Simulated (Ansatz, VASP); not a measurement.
**BeS: VASP beside Ansatz**

POSCAR

```
BeS
1.0
    0.0000000000      2.3172971951      2.3172971951
    2.3172971951      0.0000000000      2.3172971951
    2.3172971951      2.3172971951      0.0000000000
Be S
1 1
Direct
    0.0000000000      0.0000000000      0.0000000000
    0.5000000000      0.5000000000      0.5000000000
```

File INCAR.step1:

```
PREC = Accurate ; ENCUT = 660
ISMEAR = 0 ; SIGMA = 0.01
LREAL = F ; LASPH = T
NELM = 120 ; NBANDS = 11
GGA = PE ; ALGO = Normal
EDIFF = 1E-5 ; LWAVE = T
LCHARG = F ; GGA_COMPAT = F
```

Contents of INCAR.step2:

```
PREC = Accurate ; ENCUT = 660
EDIFF = 1E-6 ; ISMEAR = 0
SIGMA = 0.01 ; LREAL = F
LASPH = T ; NELM = 120
ALGO = Normal ; ISIF = 2
LWAVE = F ; LCHARG = F
METAGGA = R2SCAN ; LMIXTAU = T
NBANDS = 11 ; ISTART = 1
GGA_COMPAT = F
```

Contents of KPOINTS:

```
regular mesh
0
Gamma
  4 4 4
```

Input for Ansatz:

```yaml
crystal:
  lattice:
    - [0.0, 2.3172971951, 2.3172971951]
    - [2.3172971951, 0.0, 2.3172971951]
    - [2.3172971951, 2.3172971951, 0.0]
  atoms:
    - { symbol: Be, position: [0.0, 0.0, 0.0] }
    - { symbol: S, position: [0.5, 0.5, 0.5] }
kpoints:
  mp_grid: { grid: [4, 4, 4] }
hamiltonian:
  xc: r2scan
scf:
  occupations: { method: fixed }
output:
  optics:
    e_range: [2, 20]
    de: 0.1
    sigma: 0.15
    scissors: 0
    scheme: gaussian
    bands: scf
```

Alike in both runs: task single point; functional r2SCAN; k mesh 4 × 4 × 4; no spin polarisation.

|  | VASP | Ansatz |
| --- | --- | --- |
| version | VASP 6.6.1 | Ansatz 0.2.0 |
| potentials or method | VASP PAW PBE potentials, release 64 (Be, S) | plane waves, PAW |
| plane-wave cutoff (eV) | 660 | 500 |
| occupations | gaussian, width 0.01 eV | fixed |
| valence electrons in the cell | 8 | 8 |

|  | VASP | Ansatz | Ansatz less VASP |
| --- | --- | --- | --- |
| gap on the k mesh at the Fermi level (eV) | 1.59 | 1.59 | 0.000 |

VASP's potentials were made for PBE, not for r2SCAN.

The k mesh is coarse, so the values compare programs but aren't converged.
